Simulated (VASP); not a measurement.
Input of a VASP 6.6.1 run:

The input INCAR:

```
PREC = Accurate
ENCUT = 520
EDIFF = 1E-6
ISMEAR = 0
SIGMA = 0.1
LREAL = F
LASPH = T
NELM = 60
ALGO = Normal
ISIF = 2
LWAVE = F
LCHARG = F
LDIPOL = T
IDIPOL = 3
DIPOL = 0.5 0.5 0.315
GGA = PE
NBANDS = 53
```

File KPOINTS:

```
Automatic mesh
0
Gamma
  6 6 1
```

Contents of POSCAR:

```
Ca8S
1.0
    7.8132359333      0.0000000000      0.0000000000
   -3.9066179666      6.7664608040      0.0000000000
    0.0000000000      0.0000000000     18.4977494667
Ca S
8 1
Direct
    0.3333333333      0.1666666667      0.2162425222
    0.3333333333      0.6666666667      0.2162425222
    0.8333333333      0.1666666667      0.2162425222
    0.8333333333      0.6666666667      0.2162425222
    0.1666666667      0.3333333333      0.3783027486
    0.1666666667      0.8333333333      0.3783027486
    0.6666666667      0.3333333333      0.3783027486
    0.6666666667      0.8333333333      0.3783027486
    0.5000000000      0.5000000000      0.4542579262
```

Potentials or basis: VASP PAW PBE potentials, release 64 (Ca_sv, S).

The run is started by

```bash
$ cat potpaw_PBE.64/Ca_sv/POTCAR potpaw_PBE.64/S/POTCAR > POTCAR
$ mpirun -np 1 vasp_std > vasp.out
```

**Question.** Predict the band gap on the k mesh.

**Answer.** Zero (bands 43 and 44 overlap by 0.51 eV).

**Question.** Predict the largest force.

**Answer.** 0.304 eV/Å.

Forces in eV/Å, atoms in the order of the input:
```
Ca   0.000 -0.100 -0.170
Ca  -0.087  0.050 -0.170
Ca   0.000  0.000 -0.091
Ca   0.087  0.050 -0.170
Ca   0.196  0.113  0.204
Ca   0.000  0.000 -0.019
Ca  -0.196  0.113  0.204
Ca   0.000 -0.226  0.204
S    0.000  0.000  0.007
```
